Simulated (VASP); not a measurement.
Write the native input for VASP 6.6.1 that does the following.

```yaml
Task: single point
Functional: PBEsol
Potentials_or_basis: VASP PAW PBE potentials, release 64 (Ti_sv, Al)
Cutoff: 520 eV
k_mesh: 16 × 16 × 10
Occupations: gaussian, width 0.1 eV
Spin: no spin polarisation
Dipole_correction: no
Further_INCAR_settings: ALGO = Normal; EDIFF = 1e-06; NBANDS = 14
```

The structure of TiAl lies in POSCAR:

```
TiAl
1.0
    2.7946360629      0.0000000000      0.0000000000
    0.0000000000      2.7946360629      0.0000000000
    0.0000000000      0.0000000000      3.9199030492
Ti Al
1 1
Direct
    0.5000000000      0.5000000000      0.5000000000
    0.0000000000      0.0000000000      0.0000000000
```

This cell differs from its parent crystal: strain along c alone, the other axes held: -3.0 %.

One way to write it, as run:

INCAR

```
SYSTEM = TiAl
  ALGO = Normal
  EDIFF = 1E-6
  ENCUT = 520
  GGA = PS
  ISIF = 2
  ISMEAR = 0
  LASPH = .TRUE.
  LCHARG = .FALSE.
  LREAL = .FALSE.
  LWAVE = .FALSE.
  NBANDS = 14
  NELM = 100
  PREC = Accurate
  SIGMA = 0.1
```

KPOINTS

```
k-points
0
G
  16 16 10
  0 0 0
```

Potentials or basis: VASP PAW PBE potentials, release 64 (Ti_sv, Al).

Run with:

```sh
$ cat potpaw_PBE.64/Ti_sv/POTCAR potpaw_PBE.64/Al/POTCAR > POTCAR
$ mpirun -np 1 vasp_std > vasp.out
```

It gave:

| Item | Value |
| --- | --- |
| Pressure | 3.9 GPa |

Caveat: the cell differs from its parent crystal (strain along c alone, the other axes held: -3.0 %); the PAW data sets were made with another functional, which shifts forces and pressure a little.

Wall time 30 s on 1 thread of Intel(R) Xeon(R) 6975P-C (Granite Rapids), with other jobs on the host, peak memory 0.24 GiB.
